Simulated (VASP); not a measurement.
# LiMgBN2 (I-4m2) in VASP: further runs

LiMgBN2 is run at these levels: PBEsol; tasks: single point, relaxation of cell and atoms.

All numbers are computed with VASP 6.6.1; they aren't measurements. Logs are shortened: lines on timing, memory, paths and dates and some standing lists are left out, and cuts for length are marked.

**1. The cell of the first run**

Symmetry: I-4m2, No. 119, tetragonal system. The conventional cell has a = 3.779 Å, b = 3.779 Å, c = 8.848 Å, α = 90.00°, β = 90.00°, γ = 90.00°. Li (site symmetry -4m2) has 4 N at 2.08 Å and 4 Mg at 2.67 Å and 4 B at 2.91 Å within 3.0 Å. Within 3.0 Å of Mg (site symmetry -4m2) lie 4 N at 2.08 Å and 4 Li at 2.67 Å and 4 B at 2.91 Å. B (site symmetry -4m2) has 2 N at 1.34 Å within 1.8 Å. N (site symmetry 2mm) has 1 B at 1.34 Å within 1.8 Å.

**2. Single point, PBEsol**

File INCAR:

```
PREC = Accurate ; ENCUT = 520
EDIFF = 1E-6 ; ISMEAR = 0
SIGMA = 0.05 ; LREAL = False
LASPH = True ; NELM = 100
ALGO = Normal ; ISIF = 2
LWAVE = False ; LCHARG = False
GGA = PS ; NBANDS = 17
```

File KPOINTS:

```
regular mesh
0
Gamma
  8 8 8
```

File POSCAR:

```
LiMgBN2
1.0
   -1.8892991571      1.8892991571      4.4238420579
    1.8892991571     -1.8892991571      4.4238420579
    1.8892991571      1.8892991571     -4.4238420579
Li Mg B N
1 1 1 2
Direct
    0.2500000000      0.7500000000      0.5000000000
    0.7500000000      0.2500000000      0.5000000000
    0.5000000000      0.5000000000      0.0000000000
    0.6517393865      0.6517393865      0.0000000000
    0.3482606135      0.3482606135      0.0000000000
```

Potentials or basis: VASP PAW PBE potentials, release 64 (Li_sv, Mg, B, N).

Command:

```console
cat potpaw_PBE.64/Li_sv/POTCAR potpaw_PBE.64/Mg/POTCAR potpaw_PBE.64/B/POTCAR potpaw_PBE.64/N/POTCAR > POTCAR
mpirun -np 1 vasp_std > vasp.out
```

OUTCAR:

```text
PREC = Accurate
   ENCUT = 520
   EDIFF = 1E-6
   ISMEAR = 0
   LREAL = False
   LASPH = True
   NELM = 100
   ISIF = 2
   GGA = PS

 ion  position               nearest neighbor table
   1  0.250  0.750  0.500-   5 2.08   4 2.08   5 2.08   4 2.08   2 2.67   2 2.67   2 2.67   2 2.67

   2  0.750  0.250  0.500-   5 2.08   4 2.08   5 2.08   4 2.08   1 2.67   1 2.67   1 2.67   1 2.67
                             3 2.91   3 2.91   3 2.91   3 2.91
   3  0.500  0.500  0.000-   4 1.34   5 1.34   2 2.91   2 2.91   2 2.91   2 2.91
   4  0.652  0.652  0.000-   3 1.34   2 2.08   1 2.08   1 2.08   2 2.08
   5  0.348  0.348  0.000-   3 1.34   2 2.08   1 2.08   1 2.08   2 2.08

  LATTYP: Found a body centered tetragonal cell.
 ALAT       =     3.7785983142
 C/A-ratio  =     2.3415254494

  Lattice vectors:

 A1 = (  -1.8892991571,   1.8892991571,   4.4238420579)
 A2 = (   1.8892991571,  -1.8892991571,   4.4238420579)
 A3 = (   1.8892991571,   1.8892991571,  -4.4238420579)

Analysis of symmetry for initial positions (statically):
=====================================================================
 Subroutine PRICEL returns:
 Original cell was already a primitive cell.

 Routine SETGRP: Setting up the symmetry group for a
 body centered tetragonal supercell.

 Subroutine GETGRP returns: Found  8 space group operations
 (whereof  8 operations were pure point group operations)
 out of a pool of 16 trial point group operations.

The static configuration has the point symmetry D_2d.

Analysis of symmetry for dynamics (positions and initial velocities):
=====================================================================
 Subroutine PRICEL returns:
 Original cell was already a primitive cell.

 Routine SETGRP: Setting up the symmetry group for a
 body centered tetragonal supercell.

 Subroutine GETGRP returns: Found  8 space group operations
 (whereof  8 operations were pure point group operations)
 out of a pool of 16 trial point group operations.

The dynamic configuration has the point symmetry D_2d.

 Subroutine INISYM returns: Found  8 space group operations
 (whereof  8 operations are pure point group operations),
 and found     1 'primitive' translations

----------------------------------------------------------------------------------------

                                     Primitive cell

  volume of cell :      63.1628

  direct lattice vectors                    reciprocal lattice vectors
    -1.889299157  1.889299157  4.423842058     0.000000000  0.264648401  0.113023927
     1.889299157 -1.889299157  4.423842058     0.264648401  0.000000000  0.113023927
     1.889299157  1.889299157 -4.423842058     0.264648401  0.264648401  0.000000000

  length of vectors
     5.168102279  5.168102279  5.168102279     0.287772799  0.287772799  0.374269357

  position of ions in fractional coordinates (direct lattice)
     0.250000000  0.750000000  0.500000000
     0.750000000  0.250000000  0.500000000
     0.500000000  0.500000000  0.000000000
     0.651739386  0.651739386  0.000000000
     0.348260614  0.348260614  0.000000000

  ion indices of the primitive-cell ions
   primitive index   ion index
                 1           1
                 2           2
                 3           3
                 4           4
                 5           5

----------------------------------------------------------------------------------------

 KPOINTS: regular mesh

Automatic generation of k-mesh.
 Grid dimensions read from file:
 generate k-points for:    8    8    8

 Generating k-lattice:

  Cartesian coordinates                     Fractional coordinates (reciprocal lattice)
     0.000000000  0.033081050  0.014127991     0.125000000  0.000000000  0.000000000
     0.033081050  0.000000000  0.014127991     0.000000000  0.125000000  0.000000000
     0.033081050  0.033081050  0.000000000     0.000000000  0.000000000  0.125000000

  Length of vectors
     0.035971600  0.035971600  0.046783670

  Shift w.r.t. Gamma in fractional coordinates (k-lattice)
     0.000000000  0.000000000  0.000000000

 Subroutine IBZKPT returns following result:
 ===========================================

 Found     59 irreducible k-points:

 Following reciprocal coordinates:
            Coordinates               Weight
  0.000000  0.000000  0.000000      1.000000
  0.125000  0.000000 -0.000000      8.000000
  0.250000  0.000000 -0.000000      8.000000
  0.375000  0.000000  0.000000      8.000000
  0.500000  0.000000 -0.000000      4.000000
  0.125000  0.125000 -0.000000      8.000000
[... 16 lines left out ...]
  0.250000  0.125000  0.125000     16.000000
  0.375000  0.125000  0.125000      8.000000
 [... further k-points ...]
   k-points           NKPTS =     59   k-points in BZ     NKDIM =     59   number of bands    NBANDS=     17
   number of dos      NEDOS =    301   number of ions     NIONS =      5
   total plane-waves  NPLWV =  64000
   dimension x,y,z NGX =    40 NGY =   40 NGZ =   40
[... 111 lines left out ...]
      4      -3.6971      2.00000
      5      -3.0202      2.00000
      6      -1.6685      2.00000
[... 9 lines left out ...]
     16      11.3115      0.00000
     17      13.3067      0.00000

 k-point     5 :       0.5000    0.0000   -0.0000
  band No.  band energies     occupation
      1     -41.8437      2.00000
      2     -13.0698      2.00000
      3     -12.5367      2.00000
      4      -3.6961      2.00000
      5      -3.2032      2.00000
      6      -1.6828      2.00000
[... 9 lines left out ...]
     16      10.9711      0.00000
     17      13.2821      0.00000

 k-point     6 :       0.1250    0.1250   -0.0000
  band No.  band energies     occupation
      1     -41.8446      2.00000
      2     -13.3177      2.00000
      3     -12.4132      2.00000
      4      -3.7516      2.00000
      5      -2.1380      2.00000
      6      -1.5773      2.00000
[... 9 lines left out ...]
     16      12.2297      0.00000
     17      13.0826      0.00000

 k-point     7 :       0.2500    0.1250   -0.0000
  band No.  band energies     occupation
      1     -41.8442      2.00000
      2     -13.2020      2.00000
      3     -12.4707      2.00000
      4      -3.6384      2.00000
      5      -2.6904      2.00000
      6      -1.7695      2.00000
[... 9 lines left out ...]
     16      12.1045      0.00000
     17      13.0748      0.00000

 k-point     8 :       0.3750    0.1250   -0.0000
  band No.  band energies     occupation
      1     -41.8438      2.00000
      2     -13.0838      2.00000
      3     -12.5250      2.00000
      4      -3.5823      2.00000
      5      -3.1126      2.00000
      6      -1.8142      2.00000
[... 9 lines left out ...]
     16      11.3836      0.00000
     17      13.3053      0.00000
[... 203 lines left out ...]
      1     -41.8429      2.00000
      2     -12.9632      2.00000
      3     -12.4796      2.00000
      4      -3.3687      2.00000
      5      -2.9204      2.00000
      6      -2.4138      2.00000
[... 9 lines left out ...]
     16      12.4405      0.00000
     17      12.7354      0.00000

 k-point    20 :      -0.3750    0.3750    0.0000
  band No.  band energies     occupation
      1     -41.8431      2.00000
      2     -13.0172      2.00000
      3     -12.4515      2.00000
      4      -3.5003      2.00000
      5      -2.6769      2.00000
      6      -2.3474      2.00000
[... 9 lines left out ...]
     16      12.2779      0.00000
     17      12.5234      0.00000

 k-point    21 :       0.5000    0.5000   -0.0000
  band No.  band energies     occupation
      1     -41.8428      2.00000
      2     -12.9449      2.00000
      3     -12.4692      2.00000
      4      -3.1849      2.00000
      5      -3.1093      2.00000
      6      -2.3776      2.00000
[... 9 lines left out ...]
     16      12.6562      0.00000
     17      13.0097      0.00000

 k-point    22 :       0.1250    0.1250    0.1250
  band No.  band energies     occupation
      1     -41.8438      2.00000
      2     -13.1632      2.00000
      3     -12.4384      2.00000
      4      -3.6382      2.00000
      5      -2.5723      2.00000
      6      -1.9344      2.00000
[... 9 lines left out ...]
     16      11.6183      0.00000
     17      12.7857      0.00000

 k-point    23 :       0.2500    0.1250    0.1250
  band No.  band energies     occupation
      1     -41.8434      2.00000
      2     -13.0572      2.00000
      3     -12.4813      2.00000
      4      -3.5165      2.00000
      5      -2.9299      2.00000
      6      -2.1051      2.00000
[... 9 lines left out ...]
     16      11.5930      0.00000
     17      13.1798      0.00000

 k-point    24 :       0.3750    0.1250    0.1250
  band No.  band energies     occupation
      1     -41.8433      2.00000
      2     -13.0074      2.00000
      3     -12.5044      2.00000
      4      -3.4632      2.00000
      5      -3.0961      2.00000
      6      -2.1309      2.00000
[... 9 lines left out ...]
     16      11.6366      0.00000
     17      13.3784      0.00000

 [... further k-points ...]
[... 5 lines left out ...]
  --------------------------------------------------------------------------------------
  -------------------------------------------------------------------------------------
  Total       -0.0405549     -0.0405549      0.0414899      0.0000000     -0.0000000      0.0000000
  in kB       -1.0287097     -1.0287097      1.0524269      0.0000000     -0.0000000      0.0000000
  external PRESSURE =      -0.3349975 kB  Pullay stress =       0.0000000 kB

 VOLUME and BASIS-vectors are now :
 -----------------------------------------------------------------------------
  energy-cutoff  :      520.00
  volume of cell :       63.16
      direct lattice vectors                 reciprocal lattice vectors
    -1.889299157  1.889299157  4.423842058     0.000000000  0.264648401  0.113023927
     1.889299157 -1.889299157  4.423842058     0.264648401  0.000000000  0.113023927
     1.889299157  1.889299157 -4.423842058     0.264648401  0.264648401  0.000000000

 POSITION                                       TOTAL-FORCE (eV/Angst)
 -----------------------------------------------------------------------------------
      1.88930      0.00000      2.21192        -0.000000      0.000000      0.000000
      0.00000      1.88930      2.21192        -0.000000      0.000000      0.000000
      0.00000      0.00000      4.42384        -0.000000      0.000000      0.000000
      0.00000      0.00000      5.76638         0.000000     -0.000000      0.017788
      0.00000      0.00000      3.08130         0.000000     -0.000000     -0.017788
 -----------------------------------------------------------------------------------
    total drift:                               -0.000000      0.000000     -0.000000

  FREE ENERGIE OF THE ION-ELECTRON SYSTEM (eV)
  ---------------------------------------------------
  free  energy   TOTEN  =       -32.6857522034 eV

  energy  without entropy=      -32.6857522034  energy(sigma->0) =      -32.68575220
```

It took 71 s on 1 thread of Intel Xeon Platinum 8488C (Sapphire Rapids), shared host; peak memory 0.27 GiB.

Results:

- Free energy: -32.6858 eV
- Largest force: 0.018 eV/Å
- Band gap on the k mesh: 2.53 eV (least direct gap 3.44 eV)

Forces on the atoms (eV/Å):
```
Li   0.000  0.000  0.000
Mg   0.000  0.000  0.000
B    0.000  0.000  0.000
N    0.000  0.000  0.018
N    0.000  0.000 -0.018
```

Levels at points of the mesh, in eV from the valence-band top:
| k point | band 5 | band 6 | band 7 | band 8 | band 9 | band 10 | band 11 | band 12 | band 13 | band 14 |
| --- | --- | --- | --- | --- | --- | --- | --- | --- | --- | --- |
| (0.00, 0.00, 0.00) | -2.50 | -2.13 | -2.13 | -1.41 | -1.41 | 2.53 | 5.98 | 7.87 | 7.87 | 8.33 |
| (0.50, 0.00, 0.00) | -4.14 | -2.62 | -2.39 | -1.14 | -0.65 | 5.28 | 5.69 | 7.10 | 7.82 | 8.80 |
| (0.50, 0.50, 0.00) | -4.04 | -3.31 | -3.03 | -1.97 | -0.47 | 4.97 | 5.59 | 6.68 | 7.73 | 10.11 |
| (0.50, 0.50, 0.50) | -3.65 | -2.95 | -2.95 | 0.00 | 0.00 | 3.44 | 6.44 | 6.56 | 6.56 | 8.58 |

Caveat: the cutoff is under 1.25 times the usual one of these potentials, so pressure, stress and relaxed cells hold a basis-set (Pulay) error; the PAW data sets were made with another functional, which shifts forces and pressure a little.

**3. Single point, PBEsol**

File INCAR:

```
SYSTEM = LiMgBN2
PREC = Accurate ; ENCUT = 520
EDIFF = 1E-7 ; ISMEAR = 0
SIGMA = 0.02 ; LREAL = .False.
LASPH = .True. ; NELM = 80
ALGO = Normal ; ISIF = 2
LWAVE = .False. ; LCHARG = .False.
GGA = PS ; NBANDS = 17
```

File KPOINTS:

```
regular mesh
0
Gamma
  10 10 10
  0 0 0
```

POSCAR is that of step 2.

Potentials or basis: VASP PAW PBE potentials, release 64 (Li_sv, Mg, B, N).

Command:

```console
cat potpaw_PBE.64/Li_sv/POTCAR potpaw_PBE.64/Mg/POTCAR potpaw_PBE.64/B/POTCAR potpaw_PBE.64/N/POTCAR > POTCAR
mpirun -np 1 vasp_std > vasp.out
```

Run time: 2.3 min. Hardware: 1 thread of Intel Xeon Platinum 8488C (Sapphire Rapids), shared host; peak memory 0.31 GiB.

The run converged. Its results:

- Free energy: -32.6858 eV
- Largest force: 0.017 eV/Å
- Band gap on the k mesh: 2.53 eV (least direct gap 3.44 eV)

Forces on the atoms (eV/Å):
```
Li   0.000  0.000  0.000
Mg   0.000  0.000  0.000
B    0.000  0.000  0.000
N    0.000  0.000  0.017
N    0.000  0.000 -0.017
```

Levels at points of the mesh, in eV from the valence-band top:
| k point | band 7 | band 8 | band 9 | band 10 | band 11 | band 12 |
| --- | --- | --- | --- | --- | --- | --- |
| (0.00, 0.00, 0.00) | -2.13 | -1.41 | -1.41 | 2.53 | 5.98 | 7.87 |
| (0.50, 0.00, 0.00) | -2.39 | -1.14 | -0.65 | 5.28 | 5.69 | 7.10 |
| (0.50, 0.50, 0.00) | -3.03 | -1.97 | -0.47 | 4.97 | 5.59 | 6.68 |
| (0.50, 0.50, 0.50) | -2.95 | 0.00 | 0.00 | 3.44 | 6.44 | 6.56 |

Caveat: the cutoff is under 1.25 times the usual one of these potentials, so pressure, stress and relaxed cells hold a basis-set (Pulay) error; the PAW data sets were made with another functional, which shifts forces and pressure a little. A k mesh can miss the band edges.

**4. Relaxation of cell and atoms, PBEsol**

This run uses another cell than the first one, of 12.96 Å³/atom.

File INCAR:

```
  ALGO = Normal
  EDIFF = 1E-6
  EDIFFG = -0.005
  ENCUT = 600
  GGA = PS
  IBRION = 2
  ISIF = 3
  ISMEAR = 0
  LASPH = T
  LCHARG = F
  LREAL = F
  LWAVE = F
  NELM = 100
  NSW = 100
  PREC = Accurate
  SIGMA = 0.02
```

File KPOINTS:

```
k-points
0
Gamma
  10 10 10
```

File POSCAR:

```
LiMgBN2
1.0
   -1.9096560000      1.9096560000      4.4435220000
    1.9096560000     -1.9096560000      4.4435220000
    1.9096560000      1.9096560000     -4.4435220000
Li Mg B N
1 1 1 2
Direct
    0.2500000000      0.7500000000      0.5000000000
    0.7500000000      0.2500000000      0.5000000000
    0.5000000000      0.5000000000      0.0000000000
    0.6512635000      0.6512635000      0.0000000000
    0.3487365000      0.3487365000      0.0000000000
```

Command:

```console
cat potpaw_PBE.64/Li_sv/POTCAR potpaw_PBE.64/Mg/POTCAR potpaw_PBE.64/B/POTCAR potpaw_PBE.64/N/POTCAR > POTCAR
mpirun -np 1 vasp_std > vasp.out
```

It took 9.9 min on 1 thread of Intel Xeon Platinum 8488C (Sapphire Rapids), shared host; peak memory 0.36 GiB.

Results (log left out):

```yaml
Free_energy: -32.6936 eV
Relaxed_volume: 12.60 Å³/atom
Relaxed_cell: a = 5.167 Å, b = 5.167 Å, c = 5.167 Å, α = 137.16°, β = 137.16°, γ = 62.20°
Space_group_after_relaxing_to_0.1_Å: I-4m2 (No. 119)
Energy_gained_by_relaxing: 2.6 meV/atom
Ionic_steps: 16
Pressure_after_relaxing: 0.0 GPa
Largest_force_after_relaxing: 0.003 eV/Å
Band_gap_on_the_k_mesh: 2.54 eV (least direct gap 3.44 eV)
```

Forces on the atoms (eV/Å):
```
Li   0.000  0.000  0.000
Mg   0.000  0.000  0.000
B    0.000  0.000  0.000
N    0.000  0.000  0.003
N    0.000  0.000 -0.003
```

The path:
```
step  energy change (eV)  largest force (eV/Å)  pressure (GPa)  volume (Å³)
   1              0.0000                0.1356           -2.00        64.82
   2             -0.0125                0.0141           -0.36        63.31
   3             -0.0128                0.0419           -0.04        63.05
   4             -0.0128                0.0383           -0.10        63.09
   5             -0.0127                0.0901            0.15        63.03
   6             -0.0128                0.0036           -0.01        63.07
   7             -0.0129                0.0045           -0.01        63.04
   8             -0.0130                0.0057            0.09        62.95
   9             -0.0130                0.0049            0.09        62.97
  10             -0.0129                0.0505           -0.12        63.05
  11             -0.0130                0.0093            0.01        62.99
  12             -0.0130                0.0085            0.02        62.99
  13             -0.0130                0.0089            0.02        62.99
  14             -0.0130                0.0093            0.02        62.99
  15             -0.0130                0.0120            0.01        63.03
  16             -0.0130                0.0033            0.01        63.01
```

Final structure:
```
Li Mg B N
1.0
    -1.88697    1.88697    4.42419
     1.88697   -1.88697    4.42419
     1.88697    1.88697   -4.42419
Li Mg B N
1 1 1 2
Direct
  0.25000 0.75000 0.50000
  0.75000 0.25000 0.50000
  0.50000 0.50000 0.00000
  0.65173 0.65173 0.00000
  0.34827 0.34827 0.00000
```

Levels at points of the mesh, in eV from the valence-band top:
| k point | band 7 | band 8 | band 9 | band 10 | band 11 | band 12 |
| --- | --- | --- | --- | --- | --- | --- |
| (0.00, 0.00, 0.00) | -2.13 | -1.41 | -1.41 | 2.54 | 5.98 | 7.88 |
| (0.50, 0.00, 0.00) | -2.39 | -1.15 | -0.65 | 5.28 | 5.70 | 7.11 |
| (0.50, 0.50, 0.00) | -3.03 | -1.98 | -0.48 | 4.97 | 5.59 | 6.68 |
| (0.50, 0.50, 0.50) | -2.95 | 0.00 | 0.00 | 3.44 | 6.46 | 6.56 |

Caveat: the cutoff is under 1.25 times the usual one of these potentials, so pressure, stress and relaxed cells hold a basis-set (Pulay) error; the PAW data sets were made with another functional, which shifts forces and pressure a little. A k mesh can miss the band edges.

**5. The runs side by side**

| task | cell | k mesh | cutoff (eV) | smearing | gap on the mesh (eV) | largest force (eV/Å) |
| --- | --- | --- | --- | --- | --- | --- |
| single point | a = 5.168 Å, angles 137.1, 137.1, 62.3°, 5 atoms, atomic positions A | 8 × 8 × 8 | 520 | gaussian 0.05 eV | 2.53 | 0.02 |
| single point | a = 5.168 Å, angles 137.1, 137.1, 62.3°, 5 atoms, atomic positions A | 10 × 10 × 10 | 520 | gaussian 0.02 eV | 2.53 | 0.02 |
| relaxation of cell and atoms | relaxed from a = 5.200 Å, angles 136.9, 136.9, 62.6°, 5 atoms, atomic positions B | 10 × 10 × 10 | 600 | gaussian 0.02 eV | 2.54 | - |

Alike in all rows: level PBEsol; potentials or basis VASP PAW PBE potentials, release 64 (Li_sv, Mg, B, N); no spin polarisation.

Caveats: the cutoff is under 1.25 times the usual one of these potentials, so pressure, stress and relaxed cells hold a basis-set (Pulay) error; the PAW data sets were made with another functional, which shifts forces and pressure a little.

Total energies depend on the potentials used, so only differences within one code and one set of settings carry meaning.
